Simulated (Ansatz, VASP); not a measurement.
## GeSb4Te4 in VASP and in Ansatz

```
CELL_PARAMETERS angstrom
4.26661 0.00000 0.00000
-2.13330 3.69499 0.00000
0.00000 0.00000 17.00671
ATOMIC_POSITIONS crystal
Ge 0.00000 0.00000 0.00000
Sb 0.33333 0.66667 0.54586
Sb 0.66667 0.33333 0.45414
Sb 0.66667 0.33333 0.78736
Sb 0.33333 0.66667 0.21264
Te 0.33333 0.66667 0.90322
Te 0.66667 0.33333 0.09678
Te 0.00000 0.00000 0.68674
Te 0.00000 0.00000 0.31326
```

Alike in both runs: functional PBEsol; k mesh 12 × 12 × 2; occupations gaussian, width 0.1 eV; no spin polarisation.

Ansatz relaxed the structure, and its values are those at the end. VASP's run is a single point on that final structure, the one shown.

```csv
,VASP,Ansatz
version,VASP 6.6.1,Ansatz 0.2.0
potentials or method,"VASP PAW PBE potentials, release 64 (Ge_d, Sb, Te), cutoff 520 eV","scalar-relativistic, plane waves, PAW"
valence electrons in the cell,58,138
```

VASP gave:

| Property | Result |
| --- | --- |
| gap on the k mesh at the Fermi level (eV) | none |
| pressure (GPa) | 0.1 |
| rms of the force components (eV/Å) | 0.021 |

Question: Which values does Ansatz return?

Answer: gap on the k mesh at the Fermi level (eV): none; pressure (GPa): 0.0; rms of the force components (eV/Å): 0.001.

VASP's potentials were made for PBE, not for PBEsol. A gap of «none» marks a metal or a gap that the smearing closes. VASP's potentials hold 58 valence electrons a cell and Ansatz's 138, so a difference there can come from the potentials and not from the codes.

Neither program's run includes spin-orbit coupling.
